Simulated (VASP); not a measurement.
Ta2NbO3:

```xyz
6
Lattice="5.1632 0.0000 0.0000 -2.5816 4.4715 0.0000 0.0000 0.0000 3.0633" Properties=species:S:1:pos:R:3 pbc="T T T"
Ta    0.0000    2.9810    0.0000
Ta    2.5816    1.4905    0.0000
Nb    0.0000    0.0000    0.0000
O     2.5816    0.0000    1.5316
O     1.2908    2.2357    1.5316
O    -1.2908    2.2357    1.5316
```

The cell was built from a structure type or drawn by symmetry, and may not be a known phase.

```yaml
Program: VASP 6.6.1
Task: relaxation of cell and atoms
Functional: PBE
Potentials_or_basis: VASP PAW PBE potentials, release 64 (Ta_pv, Nb_sv, O)
Cutoff: 600 eV
k_mesh: 6 × 6 × 6
Occupations: gaussian, width 0.1 eV
Spin: no spin polarisation
```

At the start: pressure 12.4 GPa; volume 11.79 Å³/atom.

Where does the relaxation end?

Over 6 steps the energy falls by 41.1 meV/atom and the volume is 12.32 Å³/atom (+4.5 %); space group P6/mmm (No. 191, to 0.1 Å) before and after.

The path:
```
step  energy change (eV)  largest force (eV/Å)  pressure (GPa)  volume (Å³)
   1              0.0000                0.0000           12.43        70.72
   2              0.1242                0.0000          -16.25        80.41
   3             -0.2136                0.0000           -2.42        74.84
   4             -0.2138                0.0000           -2.18        74.75
   5             -0.2459                0.0000           -0.07        73.80
   6             -0.2463                0.0000           -0.29        73.89
```

Final structure:
```yaml
crystal:
  lattice:
    - [5.15241, 0.00000, 0.00000]
    - [-2.57621, 4.46212, 0.00000]
    - [0.00000, 0.00000, 3.21411]
  atoms:
    - { symbol: Ta, position: [0.33333, 0.66667, 0.00000] }
    - { symbol: Ta, position: [0.66667, 0.33333, 0.00000] }
    - { symbol: Nb, position: [0.00000, 0.00000, 0.00000] }
    - { symbol: O, position: [0.50000, 0.00000, 0.50000] }
    - { symbol: O, position: [0.50000, 0.50000, 0.50000] }
    - { symbol: O, position: [0.00000, 0.50000, 0.50000] }
```

Caveat: an odd number of electrons without spin polarisation forces a metal; a magnetic or distorted state may lie lower.
